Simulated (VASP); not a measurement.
Set up this calculation in VASP 6.6.1, as the native input.

| Quantity | Value |
| --- | --- |
| Task | single point |
| Functional | r2SCAN |
| Potentials or basis | VASP PAW PBE potentials, release 64 (Hf_pv, H) |
| Cutoff | 520 eV |
| k mesh | 12 × 12 × 12 |
| Occupations | gaussian, width 0.05 eV |
| Spin | no spin polarisation |
| Dipole correction | no |
| Further INCAR settings | ALGO = Normal; EDIFF = 1e-06; NBANDS = 14 |

Crystal: HfH3.

```
CELL_PARAMETERS angstrom
3.08455 0.00000 0.00000
0.00000 3.08455 0.00000
0.00000 0.00000 3.08455
ATOMIC_POSITIONS crystal
Hf 0.00000 0.00000 0.00000
H 0.00000 0.50000 0.50000
H 0.50000 0.00000 0.50000
H 0.50000 0.50000 0.00000
```

The input as run:

POSCAR

```
HfH3
1.0
    3.0845540000      0.0000000000      0.0000000000
    0.0000000000      3.0845540000      0.0000000000
    0.0000000000      0.0000000000      3.0845540000
Hf H
1 3
Direct
    0.0000000000      0.0000000000      0.0000000000
    0.0000000000      0.5000000000      0.5000000000
    0.5000000000      0.0000000000      0.5000000000
    0.5000000000      0.5000000000      0.0000000000
```

INCAR.step1

```
SYSTEM = HfH3
PREC = Accurate
ENCUT = 520
ISMEAR = 0
SIGMA = 0.05
LREAL = .FALSE.
LASPH = .TRUE.
NELM = 100
NBANDS = 14
GGA = PE
ALGO = Normal
EDIFF = 1E-4
LWAVE = .TRUE.
LCHARG = .FALSE.
```

INCAR.step2

```
SYSTEM = HfH3
PREC = Accurate
ENCUT = 520
EDIFF = 1E-6
ISMEAR = 0
SIGMA = 0.05
LREAL = .FALSE.
LASPH = .TRUE.
NELM = 100
ALGO = Normal
ISIF = 2
LWAVE = .FALSE.
LCHARG = .TRUE.
METAGGA = R2SCAN
LMIXTAU = .TRUE.
LELF = .TRUE.
LVHAR = .TRUE.
NBANDS = 14
ISTART = 1
```

KPOINTS

```
regular mesh
0
G
  12 12 12
  0 0 0
```

Potentials or basis: VASP PAW PBE potentials, release 64 (Hf_pv, H).

Run with:

```sh
$ cat potpaw_PBE.64/Hf_pv/POTCAR potpaw_PBE.64/H/POTCAR > POTCAR
$ cp INCAR.step1 INCAR
$ mpirun -np 1 vasp_std > vasp.out
$ cp INCAR.step2 INCAR
$ mpirun -np 1 vasp_std > vasp.out
```

Results of the run:

```yaml
Pressure: -2.6 GPa
```

Caveat: the PAW data sets were made with another functional, which shifts forces and pressure a little.

Run time: 2.3 min on 1 thread of AMD EPYC 7R13 Processor (Zen 3) (shared host), peak memory 0.14 GiB.
